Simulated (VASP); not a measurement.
Input of a VASP 6.6.1 run:

The input INCAR:

```
PREC = Accurate
ENCUT = 520
EDIFF = 1E-6
ISMEAR = -1
SIGMA = 0.02
LREAL = False
LASPH = True
NELM = 60
ALGO = Normal
ISIF = 2
LWAVE = False
LCHARG = True
GGA = PE
LELF = True
LVHAR = True
NBANDS = 16
```

The input KPOINTS:

```
Automatic mesh
0
Gamma
  8 8 8
```

POSCAR

```
ZnSe
1.0
    0.0000000000      2.8324206823      2.8324206823
    2.8324206823      0.0000000000      2.8324206823
    2.8324206823      2.8324206823      0.0000000000
Zn Se
1 1
Direct
    0.0000000000      0.0000000000      0.0000000000
    0.2500000000      0.2500000000      0.2500000000
```

Potentials or basis: VASP PAW PBE potentials, release 64 (Zn, Se).

Command:

```bash
$ cat potpaw_PBE.64/Zn/POTCAR potpaw_PBE.64/Se/POTCAR > POTCAR
$ mpirun -np 1 vasp_std > vasp.out
```

**Question.** Predict the band gap on the k mesh.

**Answer.** 1.30 eV, direct.

**Question.** Predict the pressure.

**Answer.** 2.4 GPa.

A hybrid or GW would open this gap; PBE tends to underestimate it.
